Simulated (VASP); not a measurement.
Runs of VASP 6.6.1 on TiHg. The structure is that of space group P4/mmm (No. 123), or close to it. The cells are those of the table. 

```tsv
cell	gap on the mesh (eV)	pressure (GPa)
a = 3.009, b = 3.009, c = 4.041 Å, 2 atoms	none	(a)
a = 3.068, b = 3.068, c = 4.120 Å, 2 atoms	none	-11.2
a = 2.968, b = 2.968, c = 3.986 Å, 2 atoms	none	-1.0
a = 2.989, b = 2.989, c = 4.014 Å, 2 atoms	none	-3.6
a = 3.049, b = 3.049, c = 4.094 Å, 2 atoms	none	-9.6
a = 2.948, b = 2.948, c = 3.959 Å, 2 atoms	none	(b)
a = 3.029, b = 3.029, c = 4.068 Å, 2 atoms	none	-7.8
```

Alike in all rows: task single point; level LDA; potentials or basis VASP PAW LDA potentials, release 64 (Ti_sv, Hg); no spin polarisation; k mesh 10 × 10 × 7; cutoff (eV) 520; smearing fermi-dirac 0.05 eV.

Question: Fill in the values left out.

Answer: (a) -5.9; (b) 1.9.

Caveats: spin-orbit coupling is left out, which moves the levels of the heavy elements.

A k mesh can miss the band edges, and the runs leave out spin-orbit coupling on Hg.

A gap of «none» marks levels without a gap at the run's occupations.
